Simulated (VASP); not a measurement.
ZnS (zincblende type), 2 atoms in the cell. Symmetry: F-43m, No. 216, cubic system. Conventional cell: a = 5.076 Å, b = 5.076 Å, c = 5.076 Å, α = 90.00°, β = 90.00°, γ = 90.00°. Within 2.9 Å of Zn (site symmetry -43m) lie 4 S at 2.20 Å. S (site symmetry -43m) has 4 Zn at 2.20 Å within 2.9 Å. 

| Item | Value |
| --- | --- |
| Program | VASP 6.6.1 |
| Task | single point |
| Functional | LDA |
| Potentials or basis | VASP PAW LDA potentials, release 64 (Zn, S) |
| Cutoff | 500 eV |
| k mesh | 12 × 12 × 12 |
| Occupations | fermi-dirac, width 0.05 eV |
| Spin | no spin polarisation |
| Dipole correction | no |
| Further INCAR settings | ALGO = Normal; EDIFF = 1e-06; NBANDS = 16 |

Potentials or basis: VASP PAW LDA potentials, release 64 (Zn, S).

Run with:

```console
$ cat potpaw_LDA.64/Zn/POTCAR potpaw_LDA.64/S/POTCAR > POTCAR
$ mpirun -np 1 vasp_std > vasp.out
```

Hardware: 1 thread of Intel Xeon 8259CL (shared host).

Problem. How long does it take, and how much memory?

Solution. It took 75 s on 1 thread of Intel Xeon 8259CL (shared host), peak memory 0.13 GiB. Counts: scf iterations 13, k points 72.
